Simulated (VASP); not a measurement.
Here is a VASP 6.6.1 calculation.

The input INCAR:

```
ALGO = Normal ; EDIFF = 1E-6
ENCUT = 520 ; GGA = PS
ISIF = 2 ; ISMEAR = 0
LASPH = T ; LCHARG = F
LREAL = F ; LWAVE = F
NBANDS = 16 ; NELM = 80
PREC = Accurate ; SIGMA = 0.05
```

The input KPOINTS:

```
k-points
0
Gamma
  12 12 10
```

Contents of POSCAR:

```
CuB2
1.0
    2.9881040484      0.0000000000      0.0000000000
   -1.4940520242      2.5877740150      0.0000000000
    0.0000000000      0.0000000000      3.3278629276
Cu B
1 2
Direct
    0.0000000000      0.0000000000      0.0000000000
    0.3333333333      0.6666666667      0.5000000000
    0.6666666667      0.3333333333      0.5000000000
```

Potentials or basis: VASP PAW PBE potentials, release 64 (Cu, B).

Command:

```console
$ cat potpaw_PBE.64/Cu/POTCAR potpaw_PBE.64/B/POTCAR > POTCAR
$ mpirun -np 1 vasp_std > vasp.out
```

Question: Estimate the pressure.

Answer: -3.4 GPa.

Caveat: the PAW data sets were made with another functional, which shifts forces and pressure a little.
